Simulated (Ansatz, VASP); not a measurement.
# One calculation of Os, two programs

```
CELL_PARAMETERS angstrom
-1.53513 1.53513 1.53513
1.53513 -1.53513 1.53513
1.53513 1.53513 -1.53513
ATOMIC_POSITIONS crystal
Os 0.00000 0.00000 0.00000
```

Alike in both runs: task single point; functional r2SCAN; k mesh 18 × 18 × 18; occupations gaussian, width 0.05 eV; no spin polarisation.

```csv
,VASP,Ansatz
version,VASP 6.6.1,Ansatz 0.2.0
potentials or method,"VASP PAW PBE potentials, release 64 (Os_sv_GW), cutoff 620 eV","scalar-relativistic, plane waves, PAW"
valence electrons in the cell,16,16
```

|  | VASP | Ansatz | Ansatz less VASP |
| --- | --- | --- | --- |
| gap on the k mesh at the Fermi level (eV) | none | none | - |
| pressure (GPa) | -0.7 | 0.0 | +0.69 |

VASP's potentials were made for PBE, not for r2SCAN. A gap of «none» marks a metal or a gap that the smearing closes.

Neither program's run includes spin-orbit coupling.
